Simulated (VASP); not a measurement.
A run of VASP 6.6.1 is set up as follows.

File INCAR:

```
PREC = Accurate
ENCUT = 500
EDIFF = 1E-6
ISMEAR = 0
SIGMA = 0.01
LREAL = False
LASPH = True
NELM = 120
ALGO = Normal
ISIF = 2
LWAVE = False
LCHARG = True
GGA = CA
LELF = True
LVHAR = True
NBANDS = 17
GGA_COMPAT = False
```

KPOINTS

```
Automatic mesh
0
Gamma
  3 3 3
```

File POSCAR:

```
SnTe
1.0
    0.0000000000      3.1508500000      3.1508500000
    3.1508500000      0.0000000000      3.1508500000
    3.1508500000      3.1508500000      0.0000000000
Sn Te
1 1
Direct
    0.0000000000      0.0000000000      0.0000000000
    0.5000000000      0.5000000000      0.5000000000
```

Potentials or basis: VASP PAW LDA potentials, release 64 (Sn_d, Te).

The run is started by

```bash
$ cat potpaw_LDA.64/Sn_d/POTCAR potpaw_LDA.64/Te/POTCAR > POTCAR
$ mpirun -np 1 vasp_std > vasp.out
```

(1) What does it give for the pressure?

Results:

(1) -1.5 GPa.

Caveat: the k points lie up to 0.58 Å⁻¹ apart.
